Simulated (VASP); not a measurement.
Here is a VASP 6.6.1 calculation.

The input INCAR:

```
  PREC = Accurate
  ENCUT = 520
  EDIFF = 1E-6
  ISMEAR = 1
  SIGMA = 0.05
  LREAL = False
  LASPH = True
  NELM = 60
  ALGO = Normal
  ISIF = 2
  LWAVE = False
  LCHARG = True
  GGA = PS
  LELF = True
  LVHAR = True
  NBANDS = 7
```

KPOINTS

```
regular mesh
0
Gamma
  10 10 10
```

POSCAR

```
Be
1.0
    1.8938820602      0.0000000000      0.0000000000
    0.0000000000      1.8938820602      0.0000000000
    0.0000000000      0.0000000000      1.8938820602
Be
1
Direct
    0.0000000000      0.0000000000      0.0000000000
```

Potentials or basis: VASP PAW PBE potentials, release 64 (Be).

Launch:

```console
$ cat potpaw_PBE.64/Be/POTCAR > POTCAR
$ mpirun -np 1 vasp_std > vasp.out
```

(1) What does it give for the pressure?

(2) Predict the band gap on the k mesh.

Results:

(1) 60.6 GPa.

(2) zero (bands 1 and 2 overlap by 8.16 eV).

Caveat: the cell stands under pressure; the PAW data sets were made with another functional, which shifts forces and pressure a little.
